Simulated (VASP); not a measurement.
## AlNi3: single point with LDA

The system is AlNi3.

```xyz
4
Lattice="3.5922 0.0000 0.0000 0.0000 3.5922 0.0000 0.0000 0.0000 3.5922" Properties=species:S:1:pos:R:3 pbc="T T T"
Ni    1.7961    1.7961    0.0000
Ni    1.7961    0.0000    1.7961
Ni    0.0000    1.7961    1.7961
Al    0.0000    0.0000    0.0000
```

```json
{
  "Program": "VASP 6.6.1",
  "Task": "single point",
  "Functional": "LDA",
  "Potentials or basis": "VASP PAW LDA potentials, release 64 (Ni, Al)",
  "Cutoff": "520 eV",
  "k mesh": "8 × 8 × 8",
  "Occupations": "fermi-dirac, width 0.05 eV",
  "Spin": "collinear spin, ferromagnetic start",
  "Starting moments": "[1.0, 1.0, 1.0, 0.0] μB",
  "Dipole correction": "no",
  "Further INCAR settings": "ALGO = Normal; EDIFF = 1e-06; NBANDS = 28"
}
```

```
Pressure                                              : -16.5 GPa
Net moment                                            : 0.48 μB per cell
Site moments                                          : Ni +0.17; Al -0.01 μB
Valence electrons inside the program's atomic spheres : Ni 9.36; Al 0.79
```

Levels at points of the mesh, in eV from the Fermi level:
Spin up:
```
           k point  band 13  band 14  band 15  band 16  band 17  band 18  band 19  band 20  band 21  band 22
(0.00, 0.00, 0.00)    -0.17     0.03     0.03     0.03     0.91     0.91     0.91     6.49     6.49     7.04
(0.50, 0.00, 0.00)    -1.09    -1.05    -0.93    -0.41     0.03     5.41     5.41     5.54     5.54     6.46
(0.50, 0.50, 0.00)    -1.18    -1.09    -0.87    -0.84    -0.49     0.89     0.89     7.97     8.09     8.09
(0.50, 0.50, 0.50)    -1.17    -0.96    -0.96    -0.15    -0.15    -0.15    -0.06     3.24     3.95     3.95
```
Spin down:
```
           k point  band 14  band 15  band 16  band 17  band 18  band 19
(0.00, 0.00, 0.00)     0.26     0.26     0.26     0.91     0.91     0.91
(0.50, 0.00, 0.00)    -0.92    -0.78    -0.27     0.26     5.45     5.45
(0.50, 0.50, 0.00)    -0.99    -0.74    -0.63    -0.39     1.06     1.06
(0.50, 0.50, 0.50)    -0.84    -0.84    -0.05     0.05     0.05     0.05
```

It took 54 s on 1 thread of Intel(R) Xeon(R) Platinum 8488C (Sapphire Rapids), with other jobs on the host, peak memory 0.19 GiB.

Caveat: the cell stands under tension.
